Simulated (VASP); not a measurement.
# Bi2Te3 (R-3m) in VASP: a series of runs

Bi2Te3 is run at these levels: PBE+D4, revPBE+D3(BJ), PBEsol; tasks: single point.

Everything below comes from runs of VASP 6.6.1. Logs are shortened: lines on timing, memory, paths and dates and some standing lists are left out, and cuts for length are marked.

**What was measured.**

From “Vacancy and Antisite-Induced Ferromagnetism in Liquid-Phase Exfoliated Bi2Te3”, 2024, arxiv:2412.10539, for a bulk crystal of Bi2Te3: band gap 0.17 eV.

The results are compared with them further down.

## 1. The cell of the first run

The structure is trigonal, space group R-3m (No. 166). The conventional cell has a = 4.444 Å, b = 4.444 Å, c = 30.898 Å, α = 90.00°, β = 90.00°, γ = 120.00°. Within 4.1 Å of Bi (site symmetry 3m) lie 6 Te at 3.11 to 3.29 Å. Within 4.1 Å of Te (site symmetry 3m) lie 3 Bi at 3.11 Å and 3 Te at 3.69 Å. Te (site symmetry -3m) has 6 Bi at 3.29 Å and 12 Te at 4.44 to 4.61 Å within 4.7 Å.

## 2. Single point, PBE+D4

File INCAR:

```
SYSTEM = Bi2Te3
  PREC = Accurate
  ENCUT = 520
  EDIFF = 1E-6
  ISMEAR = -1
  SIGMA = 0.05
  LREAL = .False.
  LASPH = .True.
  NELM = 60
  ALGO = Normal
  ISIF = 2
  LWAVE = .False.
  LCHARG = .False.
  GGA = PE
  IVDW = 13
  NBANDS = 32
```

File KPOINTS:

```
regular mesh
0
Gamma
  7 7 7
  0 0 0
```

File POSCAR:

```
Bi2Te3
1.0
    2.2218585726      1.2827906449     10.2994407795
   -2.2218585726      1.2827906449     10.2994407795
    0.0000000000     -2.5655812900     10.2994407795
Bi Te
2 3
Direct
    0.6000000000      0.6000000000      0.6000000000
    0.4000000000      0.4000000000      0.4000000000
    0.7905000000      0.7905000000      0.7905000000
    0.2095000000      0.2095000000      0.2095000000
    0.0000000000      0.0000000000      0.0000000000
```

Potentials or basis: VASP PAW PBE potentials, release 64 (Bi_d, Te).

Started as:

```bash
cat potpaw_PBE.64/Bi_d/POTCAR potpaw_PBE.64/Te/POTCAR > POTCAR
mpirun -np 1 vasp_std > vasp.out
```

OUTCAR:

```text
SYSTEM = Bi2Te3
   PREC = Accurate
   ENCUT = 520
   EDIFF = 1E-6
   ISMEAR = -1
   LREAL = .False.
   LASPH = .True.
   NELM = 60
   ISIF = 2
   GGA = PE
   IVDW = 13

 ion  position               nearest neighbor table
   1  0.600  0.600  0.600-   4 3.11   4 3.11   4 3.11   5 3.29   5 3.29   5 3.29
   2  0.400  0.400  0.400-   3 3.11   3 3.11   3 3.11   5 3.29   5 3.29   5 3.29
   3  0.791  0.791  0.791-   2 3.11   2 3.11   2 3.11
   4  0.209  0.209  0.209-   1 3.11   1 3.11   1 3.11
   5  0.000  0.000  0.000-   1 3.29   2 3.29   1 3.29   1 3.29   2 3.29   2 3.29

  LATTYP: Found a trigonal (rhomboedric) cell.
 ALAT       =    10.6141739069
 COS(alpha) =     0.9123624111

  Lattice vectors:

 A1 = (   2.2218585726,   1.2827906449,  10.2994407795)
 A2 = (  -2.2218585726,   1.2827906449,  10.2994407795)
 A3 = (   0.0000000000,  -2.5655812900,  10.2994407795)

Analysis of symmetry for initial positions (statically):
=====================================================================
 Subroutine PRICEL returns:
 Original cell was already a primitive cell.

 Routine SETGRP: Setting up the symmetry group for a
 trigonal (rhombohedral) supercell.

 Subroutine GETGRP returns: Found 12 space group operations
 (whereof 12 operations were pure point group operations)
 out of a pool of 12 trial point group operations.

The static configuration has the point symmetry D_3d.

Analysis of symmetry for dynamics (positions and initial velocities):
=====================================================================
 Subroutine PRICEL returns:
 Original cell was already a primitive cell.

 Routine SETGRP: Setting up the symmetry group for a
 trigonal (rhombohedral) supercell.

 Subroutine GETGRP returns: Found 12 space group operations
 (whereof 12 operations were pure point group operations)
 out of a pool of 12 trial point group operations.

The dynamic configuration has the point symmetry D_3d.

 Subroutine INISYM returns: Found 12 space group operations
 (whereof 12 operations are pure point group operations),
 and found     1 'primitive' translations

----------------------------------------------------------------------------------------

                                     Primitive cell

  volume of cell :     176.1315

[... 92 lines left out ...]
   ENCUT  =  520.0 eV  38.22 Ry    6.18 a.u.  19.74 19.74 19.74*2*pi/ulx,y,z
   NELM   =     60;   NELMIN=  2; NELMDL= -5     # of ELM steps
   EDIFF  = 0.1E-05   stopping-criterion for ELM
   LREAL  =      F    real-space projection
   EDIFFG = 0.1E-04   stopping-criterion for IOM
   NSW    =      0    number of steps for IOM
   IBRION =     -1    ionic relax: 0-MD 1-quasi-New 2-CG
   NFREE  =      0    steps in history (QN), initial steepest desc. (CG)
   ISIF   =      2    stress and relaxation
   ISYM   =      2    0-nonsym 1-usesym 2-fastsym
   POTIM  = 0.5000    time-step for ionic-motion
   TEBEG  =    0.0;   TEEND  =   0.0 temperature during run
   PSTRESS=    0.0 pullay stress
   NELECT =      48.0000    total number of electrons
   NUPDOWN=      -1.0000    fix difference up-down
   EMIN   =  10.00;   EMAX   =-10.00  energy-range for DOS
   EFERMI =   0.00;   METHOD = LEGACY
   ISMEAR =    -1;   SIGMA  =   0.05  broadening in eV -4-tet -1-fermi 0-gaus
   EFERMI_NEDOS =   21; number of points for ismear=-14 and -15
   IALGO  =     38    algorithm
   IMIX   =      4    mixing-type and parameters
     AMIX     =   0.40;   BMIX     =  1.00
     AMIX_MAG =   1.60;   BMIX_MAG =  1.00
  volume/ion in A,a.u.               =      35.23       237.72
  Fermi-wavevector in a.u.,A,eV,Ry     =   1.061393  2.005742 15.327712  1.126555
  Thomas-Fermi vector in A             =   2.196807
   LORBIT       =      0    0 simple, 1 ext, 2 COOP (PROOUT), +10 PAW based schemes
   GGA     = PE    functional components
   LHFCALC =     F    Hartree Fock is set to
   AEXX    =    0.0000 exact exchange contribution
   IVDW    =    13    specifies the selected vdW correction
   LEPSILON=     F    determine dielectric tensor
   LRPA    =     F    only Hartree local field effects (RPA)
 non-spin polarized calculation
  energy-cutoff  :      520.00
  volume of cell :      176.13
 maximum number of plane-waves:      4763
   NGX = 39   NGY = 39   NGZ = 39

 number of electron      47.9999995 magnetization

 Free energy of the ion-electron system (eV)
  ---------------------------------------------------
  ext. energy  EPLUGINS =         0.00000000
  ---------------------------------------------------
  free energy    TOTEN  =       -18.37306589 eV

  energy without entropy =      -18.37290749  energy(sigma->0) =      -18.37298669

 E-fermi :   5.8583     XC(G=0):  -9.1548

 val. band max:        5.7038798070   @ k =   0.0000   0.0000   0.0000
 cond. band min:       6.0056708882   @ k =   0.0000   0.0000   0.0000
 fundamental gap:      0.3017910811
 Fermi energy:         5.8582663760

 k-point     1 :       0.0000    0.0000    0.0000
  band No.  band energies     occupation
      1     -17.4448      2.00000
      2     -17.4448      2.00000
      3     -17.4437      2.00000
      4     -17.4437      2.00000
      5     -17.4396      2.00000
      6     -17.4385      2.00000
[... 829 lines left out ...]
     31      10.2674      0.00000
     32      10.3054      0.00000

 [... further k-points ...]

------------------------ aborting loop because EDIFF is reached ----------------------------------------

  DFT-D4 for vdW energy calculation

  Edisp (eV):   -2.36501

  FORCE on cell =-STRESS in cart. coord.  units (eV):
  Direction    XX          YY          ZZ          XY          YZ          ZX
  --------------------------------------------------------------------------------------
  -------------------------------------------------------------------------------------
  Total      -2.31058    -2.31058    -2.65670     0.00000     0.00000     0.00000
  in kB     -21.01816   -21.01816   -24.16659     0.00000     0.00000     0.00000
  external pressure =      -22.07 kB  Pullay stress =        0.00 kB

 VOLUME and BASIS-vectors are now :
 -----------------------------------------------------------------------------
  energy-cutoff  :      520.00
  volume of cell :      176.13
      direct lattice vectors                 reciprocal lattice vectors
     2.221858573  1.282790645 10.299440779     0.225036826  0.129925072  0.032364217
    -2.221858573  1.282790645 10.299440779    -0.225036826  0.129925072  0.032364217
     0.000000000 -2.565581290 10.299440779     0.000000000 -0.259850144  0.032364217

 POSITION                                       TOTAL-FORCE (eV/Angst)
 -----------------------------------------------------------------------------------
      0.00000     -0.00000     18.53899         0.000000      0.000000     -0.116381
      0.00000     -0.00000     12.35933         0.000000     -0.000000      0.116381
      0.00000     -0.00000     24.42512         0.000000      0.000000     -0.267619
      0.00000     -0.00000      6.47320         0.000000     -0.000000      0.267619
      0.00000      0.00000      0.00000         0.000000     -0.000000      0.000000
 -----------------------------------------------------------------------------------
    total drift:                               -0.000000     -0.000000     -0.000000

  FREE ENERGIE OF THE ION-ELECTRON SYSTEM (eV)
  ---------------------------------------------------
  free  energy   TOTEN  =       -20.7380780481 eV

  energy  without entropy=      -20.7379196476  energy(sigma->0) =      -20.73799885
```

Wall time 34 min (1 thread of Intel Xeon 8259CL, shared host); peak memory 1 GiB.

What came out:

```
Free energy                : -20.7381 eV
Pressure                   : -2.2 GPa
Largest force              : 0.268 eV/Å
Band gap on the k mesh     : 0.30 eV
Dispersion energy per atom : -0.473 eV
```

Forces in eV/Å, atoms in the order of the input:
```
Bi   0.000  0.000 -0.116
Bi   0.000  0.000  0.116
Te   0.000  0.000 -0.268
Te   0.000  0.000  0.268
Te   0.000  0.000  0.000
```

Stress tensor (GPa, compression positive):
```
-2.10  0.00  0.00
 0.00 -2.10  0.00
 0.00  0.00 -2.42
```

Caveat: spin-orbit coupling is left out, which moves the levels of the heavy elements; an odd mesh through Γ misses points on the zone boundary, where band edges can lie.

## 3. Single point, revPBE+D3(BJ)

File INCAR:

```
PREC = Accurate
ENCUT = 520
EDIFF = 1E-6
ISMEAR = -1
SIGMA = 0.05
LREAL = False
LASPH = True
NELM = 80
ALGO = Normal
ISIF = 2
LWAVE = False
LCHARG = False
GGA = RE
IVDW = 12
NBANDS = 32
```

File KPOINTS:

```
regular mesh
0
Gamma
  7 7 7
```

POSCAR is that of step 2.

Potentials or basis: VASP PAW PBE potentials, release 64 (Bi_d, Te).

Started as:

```bash
cat potpaw_PBE.64/Bi_d/POTCAR potpaw_PBE.64/Te/POTCAR > POTCAR
mpirun -np 1 vasp_std > vasp.out
```

OUTCAR:

```text
PREC = Accurate
   ENCUT = 520
   EDIFF = 1E-6
   ISMEAR = -1
   LREAL = False
   LASPH = True
   NELM = 80
   ISIF = 2
   GGA = RE
   IVDW = 12
 IVDW          = 12

 ion  position               nearest neighbor table
   1  0.600  0.600  0.600-   4 3.11   4 3.11   4 3.11   5 3.29   5 3.29   5 3.29
   2  0.400  0.400  0.400-   3 3.11   3 3.11   3 3.11   5 3.29   5 3.29   5 3.29
   3  0.791  0.791  0.791-   2 3.11   2 3.11   2 3.11
   4  0.209  0.209  0.209-   1 3.11   1 3.11   1 3.11
   5  0.000  0.000  0.000-   1 3.29   2 3.29   1 3.29   1 3.29   2 3.29   2 3.29

  LATTYP: Found a trigonal (rhomboedric) cell.
 ALAT       =    10.6141739069
 COS(alpha) =     0.9123624111

  Lattice vectors:

 A1 = (   2.2218585726,   1.2827906449,  10.2994407795)
 A2 = (  -2.2218585726,   1.2827906449,  10.2994407795)
 A3 = (   0.0000000000,  -2.5655812900,  10.2994407795)

Analysis of symmetry for initial positions (statically):
=====================================================================
 Subroutine PRICEL returns:
 Original cell was already a primitive cell.

 Routine SETGRP: Setting up the symmetry group for a
 trigonal (rhombohedral) supercell.

 Subroutine GETGRP returns: Found 12 space group operations
 (whereof 12 operations were pure point group operations)
 out of a pool of 12 trial point group operations.

The static configuration has the point symmetry D_3d.

Analysis of symmetry for dynamics (positions and initial velocities):
=====================================================================
 Subroutine PRICEL returns:
 Original cell was already a primitive cell.

 Routine SETGRP: Setting up the symmetry group for a
 trigonal (rhombohedral) supercell.

 Subroutine GETGRP returns: Found 12 space group operations
[... 124 lines left out ...]
   ISMEAR =    -1;   SIGMA  =   0.05  broadening in eV -4-tet -1-fermi 0-gaus
   EFERMI_NEDOS =   21; number of points for ismear=-14 and -15
   IALGO  =     38    algorithm
   IMIX   =      4    mixing-type and parameters
     AMIX     =   0.40;   BMIX     =  1.00
     AMIX_MAG =   1.60;   BMIX_MAG =  1.00
  volume/ion in A,a.u.               =      35.23       237.72
  Fermi-wavevector in a.u.,A,eV,Ry     =   1.061393  2.005742 15.327712  1.126555
  Thomas-Fermi vector in A             =   2.196807
   LORBIT       =      0    0 simple, 1 ext, 2 COOP (PROOUT), +10 PAW based schemes
   GGA     = RE    functional components
   LHFCALC =     F    Hartree Fock is set to
   AEXX    =    0.0000 exact exchange contribution
   IVDW    =    12    specifies the selected vdW correction
   LEPSILON=     F    determine dielectric tensor
   LRPA    =     F    only Hartree local field effects (RPA)
 non-spin polarized calculation
  energy-cutoff  :      520.00
  volume of cell :      176.13
 maximum number of plane-waves:      4763
   NGX = 39   NGY = 39   NGZ = 39

 number of electron      47.9999995 magnetization

 Free energy of the ion-electron system (eV)
  ---------------------------------------------------
  ext. energy  EPLUGINS =         0.00000000
  ---------------------------------------------------
  free energy    TOTEN  =       -16.81454139 eV

  energy without entropy =      -16.81441912  energy(sigma->0) =      -16.81448025

 E-fermi :   5.9572     XC(G=0):  -9.0658

 val. band max:        5.7845315970   @ k =   0.0000   0.0000   0.0000
 cond. band min:       6.1236046900   @ k =   0.0000   0.0000   0.0000
 fundamental gap:      0.3390730930
 Fermi energy:         5.9572259661

 k-point     1 :       0.0000    0.0000    0.0000
  band No.  band energies     occupation
      1     -17.4208      2.00000
      2     -17.4208      2.00000
      3     -17.4200      2.00000
      4     -17.4200      2.00000
      5     -17.4173      2.00000
      6     -17.4162      2.00000
[... 829 lines left out ...]
     31      10.3864      0.00000
     32      10.4224      0.00000

 [... further k-points ...]

------------------------ aborting loop because EDIFF is reached ----------------------------------------

 Edisp (eV)   -4.01848

 E8    (eV) :    -2.9180

  FORCE on cell =-STRESS in cart. coord.  units (eV):
  Direction    XX          YY          ZZ          XY          YZ          ZX
  --------------------------------------------------------------------------------------
  -------------------------------------------------------------------------------------
  Total      -3.20060    -3.20060    -3.52558     0.00000     0.00000     0.00000
  in kB     -29.11424   -29.11424   -32.07035     0.00000     0.00000     0.00000
  external pressure =      -30.10 kB  Pullay stress =        0.00 kB

 VOLUME and BASIS-vectors are now :
 -----------------------------------------------------------------------------
  energy-cutoff  :      520.00
  volume of cell :      176.13
      direct lattice vectors                 reciprocal lattice vectors
     2.221858573  1.282790645 10.299440779     0.225036826  0.129925072  0.032364217
    -2.221858573  1.282790645 10.299440779    -0.225036826  0.129925072  0.032364217
     0.000000000 -2.565581290 10.299440779     0.000000000 -0.259850144  0.032364217

 POSITION                                       TOTAL-FORCE (eV/Angst)
 -----------------------------------------------------------------------------------
      0.00000     -0.00000     18.53899         0.000000      0.000000     -0.111438
      0.00000     -0.00000     12.35933         0.000000     -0.000000      0.111438
      0.00000     -0.00000     24.42512         0.000000      0.000000     -0.265963
      0.00000     -0.00000      6.47320         0.000000     -0.000000      0.265963
      0.00000      0.00000      0.00000         0.000000      0.000000     -0.000000
 -----------------------------------------------------------------------------------
    total drift:                               -0.000000     -0.000000     -0.000000

  FREE ENERGIE OF THE ION-ELECTRON SYSTEM (eV)
  ---------------------------------------------------
  free  energy   TOTEN  =       -20.8330247630 eV

  energy  without entropy=      -20.8329024923  energy(sigma->0) =      -20.83296363
```

Run time: 33 min. Hardware: 1 thread of Intel Xeon 8259CL, shared host; peak memory 0.99 GiB.

What came out:

* Free energy: -20.8330 eV
* Pressure: -3.0 GPa
* Largest force: 0.266 eV/Å
* Band gap on the k mesh: 0.34 eV
* Dispersion energy per atom: -0.804 eV

Forces in eV/Å, atoms in the order of the input:
```
Bi   0.000  0.000 -0.111
Bi   0.000  0.000  0.111
Te   0.000  0.000 -0.266
Te   0.000  0.000  0.266
Te   0.000  0.000  0.000
```

Caveat: the cell stands under tension; the PAW data sets were made with another functional, which shifts forces and pressure a little; spin-orbit coupling is left out, which moves the levels of the heavy elements; an odd mesh through Γ misses points on the zone boundary, where band edges can lie.

## 4. Single point, PBEsol

This run uses another cell than the first one, of 33.58 Å³/atom.

File INCAR:

```
SYSTEM = Bi2Te3
PREC = Accurate ; ENCUT = 520
EDIFF = 1E-6 ; ISMEAR = -1
SIGMA = 0.05 ; LREAL = .False.
LASPH = .True. ; NELM = 100
ALGO = Normal ; ISIF = 2
LWAVE = .False. ; LCHARG = .True.
GGA = PS ; LELF = .True.
LVHAR = .True. ; NBANDS = 32
```

File KPOINTS:

```
Automatic mesh
0
Gamma
  7 7 7
  0 0 0
```

File POSCAR:

```
Bi2Te3
1.0
    2.1906778623      1.2647884535     10.1003130746
   -2.1906778623      1.2647884535     10.1003130746
    0.0000000000     -2.5295769070     10.1003130746
Bi Te
2 3
Direct
    0.6001292315      0.6001292315      0.6001292315
    0.3998707685      0.3998707685      0.3998707685
    0.7900964948      0.7900964948      0.7900964948
    0.2099035052      0.2099035052      0.2099035052
    0.0000000000      0.0000000000      0.0000000000
```

Started as:

```bash
cat potpaw_PBE.64/Bi_d/POTCAR potpaw_PBE.64/Te/POTCAR > POTCAR
mpirun -np 1 vasp_std > vasp.out
```

Run time: 32 min. Hardware: 1 thread of Intel Xeon 8259CL, shared host; peak memory 1 GiB.

The run converged. Its results:

```
Free energy            : -20.2967 eV
Pressure               : 0.0 GPa
Largest force          : 0.020 eV/Å
Band gap on the k mesh : 0.21 eV
```

Forces in eV/Å, atoms in the order of the input:
```
Bi   0.000  0.000  0.011
Bi   0.000  0.000 -0.011
Te   0.000  0.000  0.020
Te   0.000  0.000 -0.020
Te   0.000  0.000  0.000
```

Levels at points of the mesh, in eV from the valence-band top:
```
           k point  band 21  band 22  band 23  band 24  band 25  band 26  band 27  band 28
(0.00, 0.00, 0.00)    -1.73    -0.89    -0.89     0.00     0.21     0.63     0.63     1.91
```

Caveat: the PAW data sets were made with another functional, which shifts forces and pressure a little; spin-orbit coupling is left out, which moves the levels of the heavy elements; an odd mesh through Γ misses points on the zone boundary, where band edges can lie.

## 5. Summary

```csv
level,cell,gap on the mesh (eV),pressure (GPa),largest force (eV/Å)
PBE+D4,"a = 10.614 Å, angles 24.2°, 5 atoms, atomic positions A",0.30,-2.2,0.27
revPBE+D3(BJ),"a = 10.614 Å, angles 24.2°, 5 atoms, atomic positions A",0.34,-3.0,0.27
PBEsol,"a = 10.412 Å, angles 24.3°, 5 atoms, atomic positions B",0.21,0.0,0.02
```

Alike in all rows: task single point; potentials or basis VASP PAW PBE potentials, release 64 (Bi_d, Te); no spin polarisation; k mesh 7 × 7 × 7; cutoff (eV) 520; smearing fermi-dirac 0.05 eV.

Caveats: spin-orbit coupling is left out, which moves the levels of the heavy elements; an odd mesh through Γ misses points on the zone boundary, where band edges can lie; the PAW data sets were made with another functional, which shifts forces and pressure a little (at least some runs); the cell stands under tension (at least some runs).

Total energies depend on the potentials used, so only differences within one code and one set of settings carry meaning.

## 6. Comparison with measurements

Step 4. Measured gap of Bi2Te3: 0.17 eV (quoted in “Vacancy and Antisite-Induced Ferromagnetism in Liquid-Phase Exfoliated Bi2Te3”, 2024, arxiv:2412.10539). This calculation gives 0.21 eV (+0.04 eV). Spin-orbit coupling on Bi, Te is left out. The value is that of PBEsol on a finite k mesh, which can miss the band edges, without temperature or zero-point motion.
